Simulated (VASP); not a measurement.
# BiTe (Fm-3m) in VASP: notebook, part 2 of 3

VASP 6.6.1. The steps go on from the part before.

### 4 Vibrations by perturbation theory, PBE

This run uses another cell than the first one, of 34.48 Å³/atom, 1.225 times its volume.

INCAR reads:

```
SYSTEM = BiTe
ALGO = Normal ; EDIFF = 1E-8
ENCUT = 520 ; GGA = PE
IBRION = 8 ; ISIF = 2
ISMEAR = -1 ; LASPH = .True.
LCHARG = .True. ; LREAL = .False.
LWAVE = .False. ; NELM = 60
NSW = 1 ; PREC = Accurate
SIGMA = 0.15
```

KPOINTS reads:

```
k-points
0
Gamma
  4 4 4
  0 0 0
```

POSCAR reads:

```
BiTe
1.0
    0.0000000000      3.2548796324      3.2548796324
    3.2548796324      0.0000000000      3.2548796324
    3.2548796324      3.2548796324      0.0000000000
Bi Te
1 1
Direct
    0.0000000000      0.0000000000      0.0000000000
    0.5000000000      0.5000000000      0.5000000000
```

Potentials or basis: VASP PAW PBE potentials, release 64 (Bi_d, Te).

Started as:

```console
cat potpaw_PBE.64/Bi_d/POTCAR potpaw_PBE.64/Te/POTCAR > POTCAR
mpirun -np 1 vasp_std > vasp.out
```

OUTCAR:

```text
SYSTEM = BiTe
   EDIFF = 1E-8
   ENCUT = 520
   GGA = PE
   IBRION = 8
   ISIF = 2
   ISMEAR = -1
   LASPH = .True.
   LREAL = .False.
   NELM = 60
   NSW = 1
   PREC = Accurate

 ion  position               nearest neighbor table
   1  0.000  0.000  0.000-   2 3.25   2 3.25   2 3.25   2 3.25   2 3.25   2 3.25
   2  0.500  0.500  0.500-   1 3.25   1 3.25   1 3.25   1 3.25   1 3.25   1 3.25

  LATTYP: Found a face centered cubic cell.
 ALAT       =     6.5097592648

  Lattice vectors:

 A1 = (   0.0000000000,   3.2548796324,   3.2548796324)
 A2 = (   3.2548796324,   0.0000000000,   3.2548796324)
 A3 = (   3.2548796324,   3.2548796324,   0.0000000000)

Analysis of symmetry for initial positions (statically):
=====================================================================
 Subroutine PRICEL returns:
 Original cell was already a primitive cell.

 Routine SETGRP: Setting up the symmetry group for a
 face centered cubic supercell.

 Subroutine GETGRP returns: Found 48 space group operations
[... 9 lines left out ...]

 Routine SETGRP: Setting up the symmetry group for a
 face centered cubic supercell.

 Subroutine GETGRP returns: Found 48 space group operations
[... 11 lines left out ...]
                                     Primitive cell

  volume of cell :      68.9660

  direct lattice vectors                    reciprocal lattice vectors
     0.000000000  3.254879632  3.254879632    -0.153615512  0.153615512  0.153615512
     3.254879632  0.000000000  3.254879632     0.153615512 -0.153615512  0.153615512
[... 283 lines left out ...]
      3.25488      3.25488      3.25488         0.000000      0.000000      0.000000
 -----------------------------------------------------------------------------------
    total drift:                               -0.000000      0.000000      0.000000

  FREE ENERGIE OF THE ION-ELECTRON SYSTEM (eV)
  ---------------------------------------------------
  free  energy   TOTEN  =        -7.2704187842 eV

  energy  without entropy=       -7.1662360869  energy(sigma->0) =       -7.21832744

[... ionic steps 2 to 3 ...]

--------------------------------------- Ionic step        4  -------------------------------------------

------------------------ aborting loop because EDIFF is reached ----------------------------------------

[... ionic steps 5 to 6 ...]

--------------------------------------- Ionic step        7  -------------------------------------------

 Free energy of the ion-electron system (eV)
  ---------------------------------------------------
  ---------------------------------------------------
  free energy    TOTEN  =        -0.04673502 eV

  energy without entropy =       -0.04673504

------------------------ aborting loop because EDIFF is reached ----------------------------------------

 INTERNAL STRAIN TENSOR  FOR ION    2  DIRECTION 1   (eV/Angst):
 -----------------------------------------------------------------------------
     0.00770  0.00000  0.00000
     0.00000  0.00194 -0.00000
     0.00000 -0.00000  0.00194

 INTERNAL STRAIN TENSOR FOR ION    2 for displacements in x,y,z  (eV/Angst):
          X           Y           Z          XY          YZ          ZX
  --------------------------------------------------------------------------------
  x     0.00000     0.00000     0.00000     0.00000     0.00000     0.00000
  y     0.00000     0.00000     0.00000     0.00000     0.00000     0.00000
  z     0.00000     0.00000     0.00000     0.00000     0.00000     0.00000

 SECOND DERIVATIVES (NOT SYMMETRIZED)
 ------------------------------------
               1X          1Y          1Z          2X          2Y          2Z
  1X    -2.882380    0.000000    0.000000    2.882380    0.000000    0.000000
  1Y     0.000000   -2.882380    0.000000    0.000000    2.882380    0.000000
  1Z     0.000000    0.000000   -2.882380    0.000000    0.000000    2.882380
  2X     2.914448    0.000000    0.000000   -2.914448    0.000000    0.000000
  2Y     0.000000    2.914448    0.000000    0.000000   -2.914448    0.000000
  2Z     0.000000    0.000000    2.914448    0.000000    0.000000   -2.914448

 Eigenvectors and eigenvalues of the dynamical matrix
 ----------------------------------------------------

   1 f  =    2.992190 THz    18.800486 2PiTHz   99.808725 cm-1    12.374699 meV
             X         Y         Z           dx          dy          dz
      0.000000  0.000000  0.000000    -0.613603    0.000000    0.000000
      3.254880  3.254880  3.254880     0.789615    0.000000    0.000000
[... 21 lines left out ...]
   6 f/i=    0.008020 THz     0.050391 2PiTHz    0.267518 cm-1     0.033168 meV
             X         Y         Z           dx          dy          dz
      0.000000  0.000000  0.000000     0.000000    0.000000    0.789615
      3.254880  3.254880  3.254880     0.000000    0.000000    0.613603

--------------------------------------------------------------------------------------------------------

 ELASTIC MODULI CONTR FROM IONIC RELAXATION (kBar)
 Direction    XX          YY          ZZ          XY          YZ          ZX
 --------------------------------------------------------------------------------
 XX           0.0000      0.0000      0.0000      0.0000      0.0000      0.0000
 YY           0.0000      0.0000      0.0000      0.0000      0.0000      0.0000
 ZZ           0.0000      0.0000      0.0000      0.0000      0.0000      0.0000
 XY           0.0000      0.0000      0.0000      0.0000      0.0000      0.0000
 YZ           0.0000      0.0000      0.0000      0.0000      0.0000      0.0000
 ZX           0.0000      0.0000      0.0000      0.0000      0.0000      0.0000
 --------------------------------------------------------------------------------
```

stdout:

```text
POSCAR found type information on POSCAR BiTe
 POSCAR found :  2 types and       2 ions
 scaLAPACK will be used
 LDA part: xc-table for (Slater+PW92), standard interpolation
 POSCAR, INCAR and KPOINTS ok, starting setup
 FFT: planning ... GRIDC
 FFT: planning ... GRID_SOFT
 FFT: planning ... GRID
 WAVECAR not read
 entering main loop
 Linear response reoptimize wavefunctions to high precision
 Linear response DOF=           2
 Linear response progress:
 first order change of Fermi-energy   0.33666E-03
 force on displaced ion       1 direction 1 :  -2.882   0.000   0.000
 Linear response progress:
 first order change of Fermi-energy  -0.43397E-03
 force on displaced ion       2 direction 1 :  -2.914   0.000   0.000
 Linear response finished
```

Run time: 62 s. Hardware: 1 thread of Intel Xeon Platinum 8488C (Sapphire Rapids), shared host; peak memory 0.25 GiB.

What came out:

```
Highest phonon frequency at Γ, LO-TO splitting left out : 100 cm⁻¹
```

Phonon frequencies in cm⁻¹ (negative: imaginary):
```csv
q point,frequencies
"(0.000, 0.000, 0.000)",0 0 0 100 100 100
```

Caveat: the k points lie up to 0.42 Å⁻¹ apart; spin-orbit coupling is left out, which moves the levels of the heavy elements.

### 5 Vibrations by perturbation theory, PBE

This run uses another cell than the first one, of 34.48 Å³/atom, 1.225 times its volume.

INCAR reads:

```
SYSTEM = BiTe
  PREC = Accurate
  ENCUT = 520
  EDIFF = 1E-8
  ISMEAR = -1
  SIGMA = 0.15
  LREAL = .False.
  LASPH = .True.
  NELM = 80
  ALGO = Normal
  ISIF = 2
  LWAVE = .False.
  LCHARG = .False.
  GGA = PE
  IBRION = 8
  NSW = 1
```

KPOINTS reads:

```
regular mesh
0
Gamma
  5 5 5
  0 0 0
```

POSCAR is that of step 4.

Potentials or basis: VASP PAW PBE potentials, release 64 (Bi_d, Te).

Started as:

```console
cat potpaw_PBE.64/Bi_d/POTCAR potpaw_PBE.64/Te/POTCAR > POTCAR
mpirun -np 1 vasp_std > vasp.out
```

OUTCAR:

```text
SYSTEM = BiTe
   PREC = Accurate
   ENCUT = 520
   EDIFF = 1E-8
   ISMEAR = -1
   LREAL = .False.
   LASPH = .True.
   NELM = 80
   ISIF = 2
   GGA = PE
   IBRION = 8
   NSW = 1

 ion  position               nearest neighbor table
   1  0.000  0.000  0.000-   2 3.25   2 3.25   2 3.25   2 3.25   2 3.25   2 3.25
   2  0.500  0.500  0.500-   1 3.25   1 3.25   1 3.25   1 3.25   1 3.25   1 3.25

  LATTYP: Found a face centered cubic cell.
 ALAT       =     6.5097592648

  Lattice vectors:

 A1 = (   0.0000000000,   3.2548796324,   3.2548796324)
 A2 = (   3.2548796324,   0.0000000000,   3.2548796324)
 A3 = (   3.2548796324,   3.2548796324,   0.0000000000)

Analysis of symmetry for initial positions (statically):
=====================================================================
 Subroutine PRICEL returns:
 Original cell was already a primitive cell.

 Routine SETGRP: Setting up the symmetry group for a
 face centered cubic supercell.

 Subroutine GETGRP returns: Found 48 space group operations
[... 9 lines left out ...]

 Routine SETGRP: Setting up the symmetry group for a
 face centered cubic supercell.

 Subroutine GETGRP returns: Found 48 space group operations
[... 11 lines left out ...]
                                     Primitive cell

  volume of cell :      68.9660

  direct lattice vectors                    reciprocal lattice vectors
     0.000000000  3.254879632  3.254879632    -0.153615512  0.153615512  0.153615512
     3.254879632  0.000000000  3.254879632     0.153615512 -0.153615512  0.153615512
     3.254879632  3.254879632  0.000000000     0.153615512  0.153615512 -0.153615512

  length of vectors
     4.603094920  4.603094920  4.603094920     0.266069871  0.266069871  0.266069871

  position of ions in fractional coordinates (direct lattice)
     0.000000000  0.000000000  0.000000000
     0.500000000  0.500000000  0.500000000

  ion indices of the primitive-cell ions
   primitive index   ion index
                 1           1
                 2           2

----------------------------------------------------------------------------------------

 KPOINTS: regular mesh

Automatic generation of k-mesh.
 Grid dimensions read from file:
 generate k-points for:    5    5    5

 Generating k-lattice:

  Cartesian coordinates                     Fractional coordinates (reciprocal lattice)
    -0.030723102  0.030723102  0.030723102     0.200000000  0.000000000  0.000000000
     0.030723102 -0.030723102  0.030723102     0.000000000  0.200000000  0.000000000
     0.030723102  0.030723102 -0.030723102     0.000000000  0.000000000  0.200000000

  Length of vectors
     0.053213974  0.053213974  0.053213974

  Shift w.r.t. Gamma in fractional coordinates (k-lattice)
     0.000000000  0.000000000  0.000000000

 Subroutine IBZKPT returns following result:
[... 100 lines left out ...]
      8       3.9327      2.00000
      9       3.9327      2.00000
     10       3.9327      2.00000
     11       8.5457      0.00000
     12       8.5457      0.00000
     13       8.5457      0.00000
     14      11.1283      0.00000
[... 141 lines left out ...]
      3     -16.7066      2.00000
      4     -16.7026      2.00000
      5     -16.6993      2.00000
      6      -5.0769      2.00000
      7      -4.1598      2.00000
      8       1.8879      2.00000
      9       1.9316      2.00000
     10       4.4712      2.00000
     11       6.5428      0.81003
     12       9.5367      0.00000
     13       9.8821      0.00000
     14      10.8674      0.00000

------------------------ aborting loop because EDIFF is reached ----------------------------------------

  FORCE on cell =-STRESS in cart. coord.  units (eV):
  Direction    XX          YY          ZZ          XY          YZ          ZX
  --------------------------------------------------------------------------------------
  -------------------------------------------------------------------------------------
  Total       -0.0665697     -0.0665697     -0.0665697     -0.0000000      0.0000000      0.0000000
  in kB       -1.5465077     -1.5465077     -1.5465077     -0.0000000      0.0000000      0.0000000
  external PRESSURE =      -1.5465077 kB  Pullay stress =       0.0000000 kB

 VOLUME and BASIS-vectors are now :
 -----------------------------------------------------------------------------
  energy-cutoff  :      520.00
  volume of cell :       68.97
      direct lattice vectors                 reciprocal lattice vectors
     0.000000000  3.254879632  3.254879632    -0.153615512  0.153615512  0.153615512
     3.254879632  0.000000000  3.254879632     0.153615512 -0.153615512  0.153615512
     3.254879632  3.254879632  0.000000000     0.153615512  0.153615512 -0.153615512

 POSITION                                       TOTAL-FORCE (eV/Angst)
 -----------------------------------------------------------------------------------
      0.00000      0.00000      0.00000         0.000000      0.000000      0.000000
      3.25488      3.25488      3.25488        -0.000000      0.000000     -0.000000
 -----------------------------------------------------------------------------------
    total drift:                               -0.000000      0.000000      0.000000

  FREE ENERGIE OF THE ION-ELECTRON SYSTEM (eV)
  ---------------------------------------------------
  free  energy   TOTEN  =        -7.2296228872 eV

  energy  without entropy=       -7.1269304349  energy(sigma->0) =       -7.17827666

[... ionic steps 2 to 3 ...]

--------------------------------------- Ionic step        4  -------------------------------------------

------------------------ aborting loop because EDIFF is reached ----------------------------------------

[... ionic steps 5 to 6 ...]

--------------------------------------- Ionic step        7  -------------------------------------------

 Free energy of the ion-electron system (eV)
  ---------------------------------------------------
  ---------------------------------------------------
  free energy    TOTEN  =        -0.04668022 eV

  energy without entropy =       -0.04668025

------------------------ aborting loop because EDIFF is reached ----------------------------------------

 INTERNAL STRAIN TENSOR  FOR ION    2  DIRECTION 1   (eV/Angst):
 -----------------------------------------------------------------------------
     0.10715 -0.00000  0.00000
     0.00000 -0.04767  0.00000
    -0.00000  0.00000 -0.04767

 INTERNAL STRAIN TENSOR FOR ION    2 for displacements in x,y,z  (eV/Angst):
          X           Y           Z          XY          YZ          ZX
  --------------------------------------------------------------------------------
  x     0.00000     0.00000     0.00000     0.00000     0.00000     0.00000
  y     0.00000     0.00000     0.00000     0.00000     0.00000     0.00000
  z     0.00000     0.00000     0.00000     0.00000     0.00000     0.00000

 SECOND DERIVATIVES (NOT SYMMETRIZED)
 ------------------------------------
               1X          1Y          1Z          2X          2Y          2Z
  1X    -2.875230    0.000000    0.000000    2.875230    0.000000    0.000000
  1Y     0.000000   -2.875230    0.000000    0.000000    2.875230    0.000000
  1Z     0.000000    0.000000   -2.875230    0.000000    0.000000    2.875230
  2X     2.908281    0.000000    0.000000   -2.908281    0.000000    0.000000
  2Y     0.000000    2.908281    0.000000    0.000000   -2.908281    0.000000
  2Z     0.000000    0.000000    2.908281    0.000000    0.000000   -2.908281

 Eigenvectors and eigenvalues of the dynamical matrix
 ----------------------------------------------------

   1 f  =    2.988818 THz    18.779296 2PiTHz   99.696232 cm-1    12.360752 meV
             X         Y         Z           dx          dy          dz
      0.000000  0.000000  0.000000    -0.613533    0.000000    0.000000
      3.254880  3.254880  3.254880     0.789669    0.000000    0.000000
[... 21 lines left out ...]
   6 f/i=    0.008275 THz     0.051994 2PiTHz    0.276026 cm-1     0.034223 meV
             X         Y         Z           dx          dy          dz
      0.000000  0.000000  0.000000     0.000000    0.000000    0.789669
      3.254880  3.254880  3.254880     0.000000    0.000000    0.613533

--------------------------------------------------------------------------------------------------------

 ELASTIC MODULI CONTR FROM IONIC RELAXATION (kBar)
 Direction    XX          YY          ZZ          XY          YZ          ZX
 --------------------------------------------------------------------------------
 XX           0.0000      0.0000      0.0000      0.0000      0.0000      0.0000
 YY           0.0000      0.0000      0.0000      0.0000      0.0000      0.0000
 ZZ           0.0000      0.0000      0.0000      0.0000      0.0000      0.0000
 XY           0.0000      0.0000      0.0000      0.0000      0.0000      0.0000
 YZ           0.0000      0.0000      0.0000      0.0000      0.0000      0.0000
 ZX           0.0000      0.0000      0.0000      0.0000      0.0000      0.0000
 --------------------------------------------------------------------------------
```

OSZICAR:

```text
N       E                     dE             d eps       ncg     rms          rms(c)
DAV:   1     0.157174918601E+03    0.15717E+03   -0.10105E+04   280   0.145E+03
DAV:   2     0.371149301594E+01   -0.15346E+03   -0.15097E+03   304   0.353E+02
DAV:   3    -0.694560107361E+01   -0.10657E+02   -0.10474E+02   364   0.998E+01
[... 40 lines left out ...]
RMM:   5    -0.466781138415E-01   -0.75491E-05   -0.31696E-06   944   0.128E-02    0.370E-03
RMM:   6    -0.466833154394E-01   -0.52016E-05   -0.50241E-07   885   0.468E-03    0.104E-03
RMM:   7    -0.466808309469E-01    0.24845E-05   -0.10329E-08   940   0.126E-03    0.190E-04
RMM:   8    -0.466802330435E-01    0.59790E-06    0.46913E-07   905   0.602E-04    0.173E-04
RMM:   9    -0.466802156598E-01    0.17384E-07    0.99979E-08   965   0.153E-04    0.621E-05
RMM:  10    -0.466802181073E-01   -0.24475E-08   -0.39763E-08   945   0.486E-05    0.215E-06
 Linear response finished
```

stdout:

```text
POSCAR found type information on POSCAR BiTe
 POSCAR found :  2 types and       2 ions
 scaLAPACK will be used
 LDA part: xc-table for (Slater+PW92), standard interpolation
 POSCAR, INCAR and KPOINTS ok, starting setup
 FFT: planning ... GRIDC
 FFT: planning ... GRID_SOFT
 FFT: planning ... GRID
 WAVECAR not read
 entering main loop
 Linear response reoptimize wavefunctions to high precision
 Linear response DOF=           2
 Linear response progress:
 first order change of Fermi-energy   0.30250E-03
 force on displaced ion       1 direction 1 :  -2.875   0.000   0.000
 Linear response progress:
 first order change of Fermi-energy  -0.31938E-03
 force on displaced ion       2 direction 1 :  -2.908   0.000   0.000
 Linear response finished
```

Run time: 71 s. Hardware: 1 thread of Intel Xeon Platinum 8488C (Sapphire Rapids), shared host; peak memory 0.25 GiB.

Results:

* Highest phonon frequency at Γ, LO-TO splitting left out: 100 cm⁻¹

Phonon frequencies in cm⁻¹ (negative: imaginary):
```
              q point        frequencies
(0.000, 0.000, 0.000)  0 0 0 100 100 100
```

Caveat: spin-orbit coupling is left out, which moves the levels of the heavy elements.

(Part 2 of 3 ends here.)
